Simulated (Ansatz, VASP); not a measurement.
## One calculation of AgSn2SeI3, two programs

Contents of INCAR:

```
PREC     = Accurate       # precision mode
ENCUT    = 600            # plane-wave cutoff, eV
EDIFF    = 1E-6           # SCF threshold, eV
ISMEAR   = 0              # smearing method
SIGMA    = 0.15           # smearing width, eV
LREAL    = False          # projectors in reciprocal space
LASPH    = True           # aspherical terms in the spheres
NELM     = 60             # most SCF steps
ALGO     = Normal         # electronic algorithm
ISIF     = 3              # what is computed and relaxed
LWAVE    = False          # write WAVECAR
LCHARG   = False          # write CHGCAR
GGA      = PE             # functional
IBRION   = 2              # ionic algorithm
NSW      = 36             # ionic steps
EDIFFG   = -0.08          # ionic threshold
```

Contents of KPOINTS:

```
regular mesh
0
Gamma
  3 3 2
```

The input POSCAR:

```
AgSn2SeI3
1.0
    3.1109786300     -4.3547076200      0.0000000000
    3.1109786300      4.3547076200      0.0000000000
    0.0000000000      0.0000000000      9.3284387000
Ag Sn Se I
1 2 1 3
Direct
    0.0000000000      0.0000000000      0.5000000000
    0.0000000000      0.5000000000      0.5000000000
    0.5000000000      0.0000000000      0.5000000000
    0.5000000000      0.5000000000      0.0000000000
    0.0000000000      0.0000000000      0.1729223700
    0.0000000000      0.0000000000      0.8270776300
    0.5000000000      0.5000000000      0.5000000000
```

Input for Ansatz:

```yaml
crystal:
  lattice:
    - [3.11097863, -4.35470762, 0.0]
    - [3.11097863, 4.35470762, 0.0]
    - [0.0, 0.0, 9.3284387]
  atoms:
    - { symbol: Ag, position: [0.0, 0.0, 0.5] }
    - { symbol: Sn, position: [0.0, 0.5, 0.5] }
    - { symbol: Sn, position: [0.5, 0.0, 0.5] }
    - { symbol: Se, position: [0.5, 0.5, 0.0] }
    - { symbol: I, position: [0.0, 0.0, 0.17292237] }
    - { symbol: I, position: [0.0, 0.0, 0.82707763] }
    - { symbol: I, position: [0.5, 0.5, 0.5] }
basis:
  ecutwfc: 420
kpoints:
  mp_grid: { grid: [3, 3, 2] }
hamiltonian:
  xc: pbe
scf:
  occupations: { method: gaussian, width: 0.15 }
  lower_state_search: "off"
output:
  forces: true
  stress: true
  eigenvalues: true
relax:
  adjacent_minimum: "off"
  f_tol: 0.08
  max_steps: 16
  cell: { stress_tol: 0.8 }
```

Alike in both runs: task relaxation of cell and atoms; functional PBE; k mesh 3 × 3 × 2; occupations gaussian, width 0.15 eV; no spin polarisation.

|  | VASP | Ansatz |
| --- | --- | --- |
| version | VASP 6.6.1 | Ansatz 0.2.0 |
| potentials or method | VASP PAW PBE potentials, release 64 (Ag, Sn_d, Se, I), cutoff 600 eV | scalar-relativistic, plane waves, PAW |
| valence electrons in the cell | 66 | 114 |

```csv
,VASP,Ansatz,Ansatz less VASP
"gap on the k mesh at the Fermi level, each at its own relaxed structure (eV)",none,none,-
relaxed volume (Å³/atom),44.19,43.38,-0.805
relaxed cell length with the largest relative difference (Å),6.136,6.058,-0.0777
```

A gap of «none» marks a metal or a gap that the smearing closes. VASP's potentials hold 66 valence electrons a cell and Ansatz's 114, so a difference there can come from the potentials and not from the codes.

The k mesh is coarse, so the values compare programs but aren't converged. Spin-orbit coupling is off throughout. Noted on VASP's run: the volume moved by over 15 % at a fixed basis, so the end points are rough.
